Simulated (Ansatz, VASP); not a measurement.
TiH in VASP and in Ansatz

Contents of INCAR:

```
PREC = Accurate ; ENCUT = 520
EDIFF = 1E-6 ; ISMEAR = 0
SIGMA = 0.15 ; LREAL = False
LASPH = True ; NELM = 80
ALGO = Normal ; ISIF = 2
LWAVE = False ; LCHARG = False
GGA = CA ; NBANDS = 14
```

KPOINTS

```
Automatic mesh
0
Gamma
  20 20 20
```

POSCAR

```
TiH
1.0
    0.0000000000      2.0896972200      2.0896972200
    2.0896972200      0.0000000000      2.0896972200
    2.0896972200      2.0896972200      0.0000000000
Ti H
1 1
Direct
    0.0478538226      0.0478538226     -0.0478538226
    0.5000000000      0.5000000000      0.5000000000
```

Input for Ansatz:

```yaml
crystal:
  lattice:
    - [0.0, 2.08969722, 2.08969722]
    - [2.08969722, 0.0, 2.08969722]
    - [2.08969722, 2.08969722, 0.0]
  atoms:
    - { symbol: Ti, position: [0.0478538226, 0.0478538226, -0.0478538226] }
    - { symbol: H, position: [0.5, 0.5, 0.5] }
basis:
  ecutwfc: 420
kpoints:
  mp_grid: { grid: [20, 20, 20] }
hamiltonian:
  xc: lda
scf:
  occupations: { method: gaussian, width: 0.15 }
output:
  forces: true
  stress: true
  eigenvalues: true
```

Change from the starting cell: all Ti atoms moved -0.200 Å, as atom 1 towards its neighbour atom 2 (H) at 2.090 Å.

Alike in both runs: task single point; functional LDA; k mesh 20 × 20 × 20; occupations gaussian, width 0.15 eV; no spin polarisation.

|  | VASP | Ansatz |
| --- | --- | --- |
| version | VASP 6.6.1 | Ansatz 0.2.0 |
| potentials or method | VASP PAW LDA potentials, release 64 (Ti_sv, H), cutoff 520 eV | scalar-relativistic, plane waves, PAW |
| valence electrons in the cell | 13 | 13 |

|  | VASP | Ansatz | Ansatz less VASP |
| --- | --- | --- | --- |
| gap on the k mesh at the Fermi level (eV) | none | none | - |
| pressure (GPa) | -6.3 | -6.4 | -0.08 |
| traceless stress, the component that is largest in VASP (GPa) | 5.91 | 5.90 | -0.018 |
| rms of the force components (eV/Å) | 0.391 | 0.388 | -0.0030 |

LDA's correlation is that of Perdew and Zunger in VASP and of Perdew and Wang (1992) in Ansatz. Atom by atom the forces differ by 0.003 eV/Å (rms over components). A gap of «none» marks a metal or a gap that the smearing closes.
